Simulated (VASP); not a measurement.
# HfRu (Pm-3m) in VASP: single point with LDA

Aim: the single point of HfRu with LDA.

Program: VASP 6.6.1. These are calculated values, not measurements. Logs are shortened: lines on timing, memory, paths and dates and some standing lists are left out, and cuts for length are marked.

**1. The cell of the first run**

Symmetry: Pm-3m, No. 221, cubic system. Conventional cell: a = 3.180 Å, b = 3.180 Å, c = 3.180 Å, α = 90.00°, β = 90.00°, γ = 90.00°. Within 3.6 Å of Ru (site symmetry m-3m) lie 8 Hf at 2.75 Å and 6 Ru at 3.18 Å. Hf (site symmetry m-3m) has 8 Ru at 2.75 Å and 6 Hf at 3.18 Å within 3.6 Å.

**2. Single point, LDA, non-collinear spin, typed start, spin-orbit coupling**

Input file INCAR:

```
SYSTEM = HfRu
ALGO = Normal ; EDIFF = 1E-6
ENCUT = 520 ; GGA = CA
GGA_COMPAT = .False. ; ISIF = 2
ISMEAR = -1 ; LASPH = .True.
LCHARG = .False. ; LMAXMIX = 4
LORBIT = 11 ; LORBMOM = .True.
LREAL = .False. ; LSORBIT = .True.
LWAVE = .False. ; MAGMOM = 1.068 1.627 0.461 0 0 0
NBANDS = 36 ; NELM = 150
PREC = Accurate ; SIGMA = 0.0294
```

Input file KPOINTS:

```
k-points
0
Gamma
  9 9 9
  0 0 0
```

Input file POSCAR:

```
HfRu
1.0
    3.1804266387     -0.0000000025     -0.0000000022
   -0.0000000025      3.1804266273     -0.0000000012
   -0.0000000022     -0.0000000012      3.1804266419
Ru Hf
1 1
Direct
    0.5000000000      0.5000000000      0.5000000000
    0.0000000000      0.0000000000      0.0000000000
```

Potentials or basis: VASP PAW LDA potentials, release 64 (Ru_pv, Hf_pv).

Command:

```console
cat potpaw_LDA.64/Ru_pv/POTCAR potpaw_LDA.64/Hf_pv/POTCAR > POTCAR
mpirun -np 1 vasp_ncl > vasp.out
```

OUTCAR:

```text
SYSTEM = HfRu
   EDIFF = 1E-6
   ENCUT = 520
   GGA = CA
   ISIF = 2
   ISMEAR = -1
   LASPH = .True.
   LORBIT = 11
   LREAL = .False.
   LSORBIT = .True.
   NELM = 150
   PREC = Accurate

 ion  position               nearest neighbor table
   1  0.500  0.500  0.500-   2 2.75   2 2.75   2 2.75   2 2.75   2 2.75   2 2.75   2 2.75   2 2.75

   2  0.000  0.000  0.000-   1 2.75   1 2.75   1 2.75   1 2.75   1 2.75   1 2.75   1 2.75   1 2.75

  LATTYP: Found a simple cubic cell.
 ALAT       =     3.1804266387

  Lattice vectors:

 A1 = (   3.1804266387,  -0.0000000025,  -0.0000000022)
 A2 = (  -0.0000000025,   3.1804266273,  -0.0000000012)
 A3 = (  -0.0000000022,  -0.0000000012,   3.1804266419)

Analysis of symmetry for initial positions (statically):
=====================================================================
 Subroutine PRICEL returns:
 Original cell was already a primitive cell.

 Routine SETGRP: Setting up the symmetry group for a
 simple cubic supercell.

 Subroutine GETGRP returns: Found 48 space group operations
 (whereof 48 operations were pure point group operations)
 out of a pool of 48 trial point group operations.

The static configuration has the point symmetry O_h .

Analysis of symmetry for dynamics (positions and initial velocities):
=====================================================================
 Subroutine PRICEL returns:
 Original cell was already a primitive cell.

 Routine SETGRP: Setting up the symmetry group for a
 simple cubic supercell.

 Subroutine GETGRP returns: Found 48 space group operations
 (whereof 48 operations were pure point group operations)
 out of a pool of 48 trial point group operations.

The dynamic configuration has the point symmetry O_h .

Analysis of structural, dynamic, and magnetic symmetry:
=====================================================================
 Subroutine PRICEL returns:
 Original cell was already a primitive cell.

 Routine SETGRP: Setting up the symmetry group for a
 simple cubic supercell.

 Subroutine GETGRP returns: Found  2 space group operations
 (whereof  2 operations were pure point group operations)
 out of a pool of 48 trial point group operations.

The overall configuration has the point symmetry S_2 .

 Subroutine INISYM returns: Found  2 space group operations
 (whereof  2 operations are pure point group operations),
 and found     1 'primitive' translations

----------------------------------------------------------------------------------------

                                     Primitive cell

  volume of cell :      32.1704

  direct lattice vectors                    reciprocal lattice vectors
     3.180426639 -0.000000003 -0.000000002     0.314423225  0.000000000  0.000000000
    -0.000000003  3.180426627 -0.000000001     0.000000000  0.314423226  0.000000000
    -0.000000002 -0.000000001  3.180426642     0.000000000  0.000000000  0.314423224

  length of vectors
     3.180426639  3.180426627  3.180426642     0.314423225  0.314423226  0.314423224

  position of ions in fractional coordinates (direct lattice)
     0.500000000  0.500000000  0.500000000
     0.000000000  0.000000000  0.000000000

  ion indices of the primitive-cell ions
   primitive index   ion index
                 1           1
                 2           2

----------------------------------------------------------------------------------------

 KPOINTS: k-points

Automatic generation of k-mesh.
 Grid dimensions read from file:
 generate k-points for:    9    9    9

 Generating k-lattice:

  Cartesian coordinates                     Fractional coordinates (reciprocal lattice)
     0.034935914  0.000000000  0.000000000     0.111111111 -0.000000000  0.000000000
     0.000000000  0.034935914  0.000000000    -0.000000000  0.111111111  0.000000000
     0.000000000  0.000000000  0.034935914     0.000000000  0.000000000  0.111111111

  Length of vectors
     0.034935914  0.034935914  0.034935914

[... 92 lines left out ...]

 Free energy of the ion-electron system (eV)
  ---------------------------------------------------
  ext. energy  EPLUGINS =         0.00000000
  ---------------------------------------------------
  free energy    TOTEN  =       -23.82755112 eV

  energy without entropy =      -23.82736493  energy(sigma->0) =      -23.82745803

 E-fermi :   9.0031     XC(G=0): -13.2089

 val. band max:        8.9068771169   @ k =  -0.0000   0.3333  -0.0000
 cond. band min:       9.1457959938   @ k =   0.1111   0.1111   0.4444
 fundamental gap:      0.2389188769
 Fermi energy:         9.0030783110

 k-point     1 :       0.0000    0.0000    0.0000
  band No.  band energies     occupation
      1     -35.6958      1.00000
      2     -35.6957      1.00000
      3     -32.3818      1.00000
      4     -32.3817      1.00000
      5     -32.3816      1.00000
      6     -32.3815      1.00000
[... 925 lines left out ...]
     35      16.4998      0.00000
     36      16.4999      0.00000

 [... further k-points ...]

------------------------ aborting loop because EDIFF is reached ----------------------------------------

  FORCE on cell =-STRESS in cart. coord.  units (eV):
  Direction    XX          YY          ZZ          XY          YZ          ZX
  --------------------------------------------------------------------------------------
  -------------------------------------------------------------------------------------
  Total       -0.0163403     -0.0163514     -0.0163349     -0.0000127     -0.0000065     -0.0000024
  in kB       -0.8137936     -0.8143460     -0.8135226     -0.0006341     -0.0003218     -0.0001209
  external PRESSURE =      -0.8138874 kB  Pullay stress =       0.0000000 kB

 VOLUME and BASIS-vectors are now :
 -----------------------------------------------------------------------------
  energy-cutoff  :      520.00
  volume of cell :       32.17
      direct lattice vectors                 reciprocal lattice vectors
     3.180426639 -0.000000003 -0.000000002     0.314423225  0.000000000  0.000000000
    -0.000000003  3.180426627 -0.000000001     0.000000000  0.314423226  0.000000000
    -0.000000002 -0.000000001  3.180426642     0.000000000  0.000000000  0.314423224

 POSITION                                       TOTAL-FORCE (eV/Angst)
 -----------------------------------------------------------------------------------
      1.59021      1.59021      1.59021         0.000000     -0.000000      0.000000
      0.00000      0.00000      0.00000        -0.000000      0.000000      0.000000
 -----------------------------------------------------------------------------------
    total drift:                                0.000000     -0.000000     -0.000000

  FREE ENERGIE OF THE ION-ELECTRON SYSTEM (eV)
  ---------------------------------------------------
  free  energy   TOTEN  =       -23.8275511220 eV

  energy  without entropy=      -23.8273649310  energy(sigma->0) =      -23.82745803

 orbital moment (x)

 # of ion     p       d       tot
 ----------------------------------------
  1        -0.000  -0.000  -0.000
  2        -0.000  -0.000  -0.000
 ----------------------------------------
           -0.000  -0.000  -0.000

 orbital moment (y)

 # of ion     p       d       tot
 ----------------------------------------
  1        -0.000  -0.000  -0.000
  2        -0.000  -0.000  -0.000
 ----------------------------------------
           -0.000  -0.000  -0.000

 orbital moment (z)

 # of ion     p       d       tot
 ----------------------------------------
  1        -0.000  -0.000  -0.000
  2        -0.000  -0.000  -0.000
 ----------------------------------------
           -0.000  -0.000  -0.000

 Spin-Orbit-Coupling matrix elements

 Ion:    1  E_soc:     -0.2824604
 l=   1
     0.0000000    -0.0368789    -0.0368789
    -0.0368789     0.0000000    -0.0368789
    -0.0368789    -0.0368789     0.0000000
 l=   2
     0.0000000    -0.0018767     0.0000000    -0.0018767    -0.0083211
    -0.0018767     0.0000000    -0.0062409    -0.0018767    -0.0020803
     0.0000000    -0.0062409     0.0000000    -0.0062409     0.0000000
    -0.0018767    -0.0018767    -0.0062409     0.0000000    -0.0020803
    -0.0083211    -0.0020803     0.0000000    -0.0020803     0.0000000
 l=   3
     0.0000000     0.0000000     0.0000000     0.0000000     0.0000000     0.0000000     0.0000000
     0.0000000     0.0000000     0.0000000     0.0000000     0.0000000     0.0000000     0.0000000
     0.0000000     0.0000000     0.0000000     0.0000000     0.0000000     0.0000000     0.0000000
     0.0000000     0.0000000     0.0000000     0.0000000     0.0000000     0.0000000     0.0000000
     0.0000000     0.0000000     0.0000000     0.0000000     0.0000000     0.0000000     0.0000000
     0.0000000     0.0000000     0.0000000     0.0000000     0.0000000     0.0000000     0.0000000
     0.0000000     0.0000000     0.0000000     0.0000000     0.0000000     0.0000000     0.0000000

 Ion:    2  E_soc:     -1.3988980
 l=   1
     0.0000000    -0.2246280    -0.2246280
    -0.2246280     0.0000000    -0.2246279
    -0.2246280    -0.2246279     0.0000000
 l=   2
     0.0000000    -0.0020226     0.0000000    -0.0020226    -0.0064991
    -0.0020226     0.0000000    -0.0048743    -0.0020226    -0.0016248
     0.0000000    -0.0048743     0.0000000    -0.0048743     0.0000000
    -0.0020226    -0.0020226    -0.0048743     0.0000000    -0.0016248
    -0.0064991    -0.0016248     0.0000000    -0.0016248     0.0000000
 l=   3
     0.0000000     0.0000000     0.0000000     0.0000000     0.0000000     0.0000000     0.0000000
     0.0000000     0.0000000     0.0000000     0.0000000     0.0000000     0.0000000     0.0000000
     0.0000000     0.0000000     0.0000000     0.0000000     0.0000000     0.0000000     0.0000000
     0.0000000     0.0000000     0.0000000     0.0000000     0.0000000     0.0000000     0.0000000
     0.0000000     0.0000000     0.0000000     0.0000000     0.0000000     0.0000000     0.0000000
     0.0000000     0.0000000     0.0000000     0.0000000     0.0000000     0.0000000     0.0000000
     0.0000000     0.0000000     0.0000000     0.0000000     0.0000000     0.0000000     0.0000000

 total charge

# of ion       s       p       d       tot
------------------------------------------
    1        0.396   6.242   6.157  12.795
    2        0.421   6.659   1.668   8.748
--------------------------------------------------
tot          0.817  12.901   7.826  21.544

 magnetization (x)

# of ion       s       p       d       tot
------------------------------------------
    1       -0.000   0.000  -0.000  -0.000
    2        0.000   0.000   0.000   0.000
--------------------------------------------------
tot          0.000   0.000  -0.000  -0.000

 magnetization (y)

# of ion       s       p       d       tot
------------------------------------------
    1       -0.000   0.000  -0.000  -0.000
    2        0.000   0.000   0.000   0.000
--------------------------------------------------
tot          0.000   0.000  -0.000  -0.000

 magnetization (z)

# of ion       s       p       d       tot
------------------------------------------
    1       -0.000   0.000  -0.000  -0.000
    2        0.000   0.000   0.000   0.000
--------------------------------------------------
tot          0.000   0.000  -0.000  -0.000
```

It took 11 min on 1 thread of AMD EPYC 7R43 (Zen 3), shared host; peak memory 0.6 GiB.

Results:

* Free energy: -23.8276 eV
* Pressure: -0.1 GPa
* Net moment: 0.00 μB per cell
* Valence electrons inside the program's atomic spheres: Ru 12.79; Hf 8.75

Moments on the atoms (μB; x, y, z):
```
Ru  0.00 0.00 0.00
Hf  0.00 0.00 0.00
```
